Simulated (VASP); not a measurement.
# TaO (P6/mmm) in VASP: notebook

The runs below take TaO through single point, with PBE.

Program: VASP 6.6.1. These are calculated values, not measurements. Logs are shortened: lines on timing, memory, paths and dates and some standing lists are left out, and cuts for length are marked.

**1. The cell of the first run**

Symmetry: P6/mmm, No. 191, hexagonal system. The conventional cell has a = 2.817 Å, b = 2.817 Å, c = 3.783 Å, α = 90.00°, β = 90.00°, γ = 120.00°. Within 2.5 Å of Ta (site symmetry 6/mmm) lie 2 O at 1.89 Å. Within 2.5 Å of O (site symmetry 6/mmm) lie 2 Ta at 1.89 Å.

**2. Single point, PBE**

INCAR

```
SYSTEM = TaO
ALGO = Normal
EDIFF = 1E-6
ENCUT = 700
GGA = PE
GGA_COMPAT = .FALSE.
ISIF = 2
ISMEAR = -1
LASPH = .TRUE.
LCHARG = .FALSE.
LREAL = .FALSE.
LWAVE = .FALSE.
NBANDS = 16
NELM = 120
PREC = Accurate
SIGMA = 0.05
```

KPOINTS

```
k-points
0
G
  10 10 7
  0 0 0
```

POSCAR

```
TaO
1.0
    2.8169740228      0.0000026522      0.0000000000
   -1.4084893083      2.4395697395      0.0000000000
    0.0000000000      0.0000000000      3.7828396276
Ta O
1 1
Direct
    0.0000000000      0.0000000000      0.5000000000
    0.0000000000      0.0000000000      0.0000000000
```

Potentials or basis: VASP PAW PBE potentials, release 64 (Ta_sv_GW, O).

On the command line:

```console
$ cat potpaw_PBE.64/Ta_sv_GW/POTCAR potpaw_PBE.64/O/POTCAR > POTCAR
$ mpirun -np 1 vasp_std > vasp.out
```

OUTCAR:

```text
SYSTEM = TaO
   EDIFF = 1E-6
   ENCUT = 700
   GGA = PE
   ISIF = 2
   ISMEAR = -1
   LASPH = .TRUE.
   LREAL = .FALSE.
   NELM = 120
   PREC = Accurate

 ion  position               nearest neighbor table
   1  0.000  0.000  0.500-   2 1.89   2 1.89
   2  0.000  0.000  0.000-   1 1.89   1 1.89

  LATTYP: Found a hexagonal cell.
 ALAT       =     2.8169740228
 C/A-ratio  =     1.3428734511

  Lattice vectors:

 A1 = (   2.8169740228,   0.0000026522,   0.0000000000)
 A2 = (  -1.4084893083,   2.4395697395,   0.0000000000)
 A3 = (   0.0000000000,   0.0000000000,   3.7828396276)

Analysis of symmetry for initial positions (statically):
=====================================================================
 Subroutine PRICEL returns:
 Original cell was already a primitive cell.

 Routine SETGRP: Setting up the symmetry group for a
 hexagonal supercell.

 Subroutine GETGRP returns: Found 24 space group operations
 (whereof 24 operations were pure point group operations)
 out of a pool of 24 trial point group operations.

The static configuration has the point symmetry D_6h.

Analysis of symmetry for dynamics (positions and initial velocities):
=====================================================================
 Subroutine PRICEL returns:
 Original cell was already a primitive cell.

 Routine SETGRP: Setting up the symmetry group for a
 hexagonal supercell.

 Subroutine GETGRP returns: Found 24 space group operations
 (whereof 24 operations were pure point group operations)
 out of a pool of 24 trial point group operations.

The dynamic configuration has the point symmetry D_6h.

 Subroutine INISYM returns: Found 24 space group operations
 (whereof 24 operations are pure point group operations),
 and found     1 'primitive' translations

----------------------------------------------------------------------------------------

                                     Primitive cell

  volume of cell :      25.9965

  direct lattice vectors                    reciprocal lattice vectors
     2.816974023  0.000002652  0.000000000     0.354990656  0.204954396  0.000000000
    -1.408489308  2.439569740  0.000000000    -0.000000386  0.409908124  0.000000000
     0.000000000  0.000000000  3.782839628     0.000000000  0.000000000  0.264351677

  length of vectors
     2.816974023  2.816974023  3.782839628     0.409908124  0.409908124  0.264351677

  position of ions in fractional coordinates (direct lattice)
     0.000000000  0.000000000  0.500000000
     0.000000000  0.000000000  0.000000000

  ion indices of the primitive-cell ions
   primitive index   ion index
                 1           1
                 2           2

----------------------------------------------------------------------------------------

 KPOINTS: k-points

Automatic generation of k-mesh.
 Grid dimensions read from file:
 generate k-points for:   10   10    7

 Generating k-lattice:

  Cartesian coordinates                     Fractional coordinates (reciprocal lattice)
     0.035499066  0.020495440  0.000000000     0.100000000 -0.000000000  0.000000000
    -0.000000039  0.040990812  0.000000000     0.000000000  0.100000000  0.000000000
     0.000000000  0.000000000  0.037764525     0.000000000  0.000000000  0.142857143

  Length of vectors
     0.040990812  0.040990812  0.037764525

  Shift w.r.t. Gamma in fractional coordinates (k-lattice)
     0.000000000  0.000000000  0.000000000

 Subroutine IBZKPT returns following result:
 ===========================================

 Found     56 irreducible k-points:

 Following reciprocal coordinates:
            Coordinates               Weight
  0.000000  0.000000  0.000000      1.000000
  0.100000 -0.000000  0.000000      6.000000
  0.200000 -0.000000  0.000000      6.000000
  0.300000  0.000000  0.000000      6.000000
  0.400000 -0.000000  0.000000      6.000000
  0.500000  0.000000  0.000000      3.000000
[... 16 lines left out ...]
  0.300000  0.100000  0.142857     24.000000
  0.400000  0.100000  0.142857     24.000000
 [... further k-points ...]
   k-points           NKPTS =     56   k-points in BZ     NKDIM =     56   number of bands    NBANDS=     16
   number of dos      NEDOS =    301   number of ions     NIONS =      2
   total plane-waves  NPLWV =  20736
   dimension x,y,z NGX =    24 NGY =   24 NGZ =   36
   dimension x,y,z NGXF=    48 NGYF=   48 NGZF=   72
   ions per type =               1   1
   NGX,Y,Z   is equivalent  to a cutoff of  14.16, 14.16, 15.82 a.u.
   NGXF,Y,Z  is equivalent  to a cutoff of  28.33, 28.33, 31.64 a.u.
 SYSTEM =  TaO
   PREC   = accura    normal or accurate (medium, high low for compatibility)
   ISTART =      0    job   : 0-new  1-cont  2-samecut
   ICHARG =      2    charge: 1-file 2-atom 10-const
   ISPIN  =      1    spin polarized calculation?
   LNONCOLLINEAR =      F non collinear calculations
   LSORBIT =      F    spin-orbit coupling
   LASPH  =      T    aspherical Exc in radial PAW
   ENCUT  =  700.0 eV  51.45 Ry    7.17 a.u.   6.08  6.08  8.16*2*pi/ulx,y,z
   NELM   =    120;   NELMIN=  2; NELMDL= -5     # of ELM steps
   EDIFF  = 0.1E-05   stopping-criterion for ELM
   LREAL  =      F    real-space projection
   EDIFFG = 0.1E-04   stopping-criterion for IOM
   NSW    =      0    number of steps for IOM
   IBRION =     -1    ionic relax: 0-MD 1-quasi-New 2-CG
   NFREE  =      0    steps in history (QN), initial steepest desc. (CG)
   ISIF   =      2    stress and relaxation
   ISYM   =      2    0-nonsym 1-usesym 2-fastsym
   POTIM  = 0.5000    time-step for ionic-motion
   TEBEG  =    0.0;   TEEND  =   0.0 temperature during run
   PSTRESS=    0.0 pullay stress
   NELECT =      19.0000    total number of electrons
   NUPDOWN=      -1.0000    fix difference up-down
   EMIN   =  10.00;   EMAX   =-10.00  energy-range for DOS
   EFERMI =   0.00;   METHOD = LEGACY
   ISMEAR =    -1;   SIGMA  =   0.05  broadening in eV -4-tet -1-fermi 0-gaus
   EFERMI_NEDOS =   21; number of points for ismear=-14 and -15
   IALGO  =     38    algorithm
   IMIX   =      4    mixing-type and parameters
     AMIX     =   0.40;   BMIX     =  1.00
     AMIX_MAG =   1.60;   BMIX_MAG =  1.00
  volume/ion in A,a.u.               =      13.00        87.72
  Fermi-wavevector in a.u.,A,eV,Ry     =   1.474647  2.786678 29.586992  2.174583
  Thomas-Fermi vector in A             =   2.589392
   LORBIT       =      0    0 simple, 1 ext, 2 COOP (PROOUT), +10 PAW based schemes
   GGA     = PE    functional components
   LHFCALC =     F    Hartree Fock is set to
   AEXX    =    0.0000 exact exchange contribution
   IVDW    =     0    specifies the selected vdW correction
   LEPSILON=     F    determine dielectric tensor
   LRPA    =     F    only Hartree local field effects (RPA)
 non-spin polarized calculation
  energy-cutoff  :      700.00
  volume of cell :       26.00
 maximum number of plane-waves:      1110
   NGX = 13   NGY = 13   NGZ = 17

 number of electron      18.9999999 magnetization

 Free energy of the ion-electron system (eV)
  ---------------------------------------------------
  ext. energy  EPLUGINS =         0.00000000
  ---------------------------------------------------
  free energy    TOTEN  =       -21.61085454 eV

  energy without entropy =      -21.60243853  energy(sigma->0) =      -21.60664653

 E-fermi :   8.3756     XC(G=0): -12.3081

 val. band max:        8.3619207910   @ k =   0.3000   0.3000   0.1429
 cond. band min:       8.4368158411   @ k =   0.2000   0.2000   0.0000
 fundamental gap:      0.0748950500
 Fermi energy:         8.3755770349

 k-point     1 :       0.0000    0.0000    0.0000
  band No.  band energies     occupation
      1     -59.2398      2.00000
      2     -26.0517      2.00000
      3     -25.0890      2.00000
      4     -25.0890      2.00000
      5     -11.2793      2.00000
      6       2.5033      2.00000
[... 8 lines left out ...]
     15      16.7772      0.00000
     16      21.3136      0.00000

 k-point     2 :       0.1000   -0.0000    0.0000
  band No.  band energies     occupation
      1     -59.2281      2.00000
      2     -26.0331      2.00000
      3     -25.2254      2.00000
      4     -25.1194      2.00000
      5     -11.2055      2.00000
      6       2.8927      2.00000
[... 8 lines left out ...]
     15      18.0564      0.00000
     16      21.6168      0.00000

 k-point     3 :       0.2000   -0.0000    0.0000
  band No.  band energies     occupation
      1     -59.1975      2.00000
      2     -25.9840      2.00000
      3     -25.5715      2.00000
      4     -25.1982      2.00000
      5     -11.0077      2.00000
      6       3.6581      2.00000
[... 8 lines left out ...]
     15      20.1993      0.00000
     16      22.3878      0.00000

 k-point     4 :       0.3000    0.0000    0.0000
  band No.  band energies     occupation
      1     -59.1594      2.00000
      2     -25.9793      2.00000
      3     -25.9228      2.00000
      4     -25.2937      2.00000
      5     -10.7525      2.00000
      6       3.7795      2.00000
[... 8 lines left out ...]
     15      21.6583      0.00000
     16      22.9650      0.00000
[... 324 lines left out ...]
 k-point    22 :       0.2000    0.1000    0.1429
  band No.  band energies     occupation
      1     -59.1723      2.00000
      2     -25.9844      2.00000
      3     -25.8064      2.00000
      4     -25.2951      2.00000
      5     -10.5452      2.00000
      6       3.7781      2.00000
[... 8 lines left out ...]
     15      20.7604      0.00000
     16      24.1899      0.00000

 k-point    23 :       0.3000    0.1000    0.1429
  band No.  band energies     occupation
      1     -59.1377      2.00000
      2     -26.1429      2.00000
      3     -25.9270      2.00000
      4     -25.4059      2.00000
      5     -10.3104      2.00000
      6       3.3105      2.00000
[... 8 lines left out ...]
     15      21.1402      0.00000
     16      23.9232      0.00000

 k-point    24 :       0.4000    0.1000    0.1429
  band No.  band energies     occupation
      1     -59.1162      2.00000
      2     -26.3443      2.00000
      3     -25.8913      2.00000
      4     -25.4733      2.00000
      5     -10.1583      2.00000
      6       2.9369      2.00000
[... 8 lines left out ...]
     15      20.4727      0.00000
     16      22.6765      0.00000

 [... further k-points ...]

------------------------ aborting loop because EDIFF is reached ----------------------------------------

  FORCE on cell =-STRESS in cart. coord.  units (eV):
  Direction    XX          YY          ZZ          XY          YZ          ZX
  --------------------------------------------------------------------------------------
  -------------------------------------------------------------------------------------
  Total        4.8025000      4.8025000      5.0174703     -0.0000000     -0.0000000      0.0000000
  in kB      295.9809164    295.9809164    309.2296618     -0.0000000     -0.0000000      0.0000000
  external PRESSURE =     300.3971649 kB  Pullay stress =       0.0000000 kB

 VOLUME and BASIS-vectors are now :
 -----------------------------------------------------------------------------
  energy-cutoff  :      700.00
  volume of cell :       26.00
      direct lattice vectors                 reciprocal lattice vectors
     2.816974023  0.000002652  0.000000000     0.354990656  0.204954396  0.000000000
    -1.408489308  2.439569740  0.000000000    -0.000000386  0.409908124  0.000000000
     0.000000000  0.000000000  3.782839628     0.000000000  0.000000000  0.264351677

 POSITION                                       TOTAL-FORCE (eV/Angst)
 -----------------------------------------------------------------------------------
      0.00000      0.00000      1.89142        -0.000000      0.000000      0.000000
      0.00000      0.00000      0.00000         0.000000      0.000000      0.000000
 -----------------------------------------------------------------------------------
    total drift:                                0.000000     -0.000000      0.000000

  FREE ENERGIE OF THE ION-ELECTRON SYSTEM (eV)
  ---------------------------------------------------
  free  energy   TOTEN  =       -21.6108545373 eV

  energy  without entropy=      -21.6024385304  energy(sigma->0) =      -21.60664653
```

It took 87 s on 1 thread of AMD EPYC 7R43 (Zen 3), shared host; peak memory 0.15 GiB.

What came out:

```
Free energy            : -21.6109 eV
Pressure               : 30.0 GPa
Band gap on the k mesh : zero (an odd number of electrons rules out a gap without spin polarisation)
```

Caveat: the cell stands under pressure; spin-orbit coupling is left out, which moves the levels of the heavy elements; an odd number of electrons without spin polarisation forces a metal; a magnetic or distorted state may lie lower.

**3. Single point, PBE**

This run uses another cell than the first one, of 14.46 Å³/atom.

INCAR

```
SYSTEM = TaO
PREC     = Accurate       ! precision mode
ENCUT    = 700            ! plane-wave cutoff, eV
EDIFF    = 1E-6           ! SCF threshold, eV
ISMEAR   = -1             ! smearing method
SIGMA    = 0.05           ! smearing width, eV
LREAL    = .FALSE.        ! projectors in reciprocal space
LASPH    = .TRUE.         ! aspherical terms in the spheres
NELM     = 120            ! most SCF steps
ALGO     = Normal         ! electronic algorithm
ISIF     = 2              ! what is computed and relaxed
LWAVE    = .FALSE.        ! write WAVECAR
LCHARG   = .TRUE.         ! write CHGCAR
GGA      = PE             ! functional
LELF     = .TRUE.         ! ELF
LVHAR    = .TRUE.       
NBANDS   = 16             ! bands
GGA_COMPAT= .FALSE.
```

KPOINTS

```
regular mesh
0
G
  10 10 7
  0 0 0
```

POSCAR

```
TaO
1.0
    2.9537251162      0.0000027809      0.0000000000
   -1.4768649665      2.5579995959      0.0000000000
    0.0000000000      0.0000000000      3.8281431305
Ta O
1 1
Direct
    0.0000000000      0.0000000000      0.5000000000
    0.0000000000      0.0000000000      0.0000000000
```

Potentials or basis: VASP PAW PBE potentials, release 64 (Ta_sv_GW, O).

On the command line:

```console
$ cat potpaw_PBE.64/Ta_sv_GW/POTCAR potpaw_PBE.64/O/POTCAR > POTCAR
$ mpirun -np 1 vasp_std > vasp.out
```

Wall time 36 s (1 thread of Intel Xeon Platinum 8259CL at 2.50GHz (Skylake/Cascade Lake), shared host); peak memory 0.21 GiB.

Results (log left out):

| Property | Result |
| --- | --- |
| Free energy | -21.9573 eV |
| Pressure | 9.9 GPa |
| Band gap on the k mesh | zero (an odd number of electrons rules out a gap without spin polarisation) |

Stress tensor (GPa, compression positive):
```
 9.58  0.00  0.00
 0.00  9.58  0.00
 0.00  0.00 10.48
```

Levels at points of the mesh, in eV from the Fermi level:
| k point | band 7 | band 8 | band 9 | band 10 | band 11 | band 12 |
| --- | --- | --- | --- | --- | --- | --- |
| (0.00, 0.00, 0.00) | -3.32 | -2.06 | -2.06 | 0.66 | 0.66 | 3.69 |
| (0.50, 0.00, 0.00) | -3.35 | -2.81 | -2.58 | -0.84 | 2.72 | 4.35 |

Caveat: the cell stands under pressure; spin-orbit coupling is left out, which moves the levels of the heavy elements; an odd number of electrons without spin polarisation forces a metal; a magnetic or distorted state may lie lower.

The gap in the log of VASP goes by the Fermi energy; the results here count the filled bands.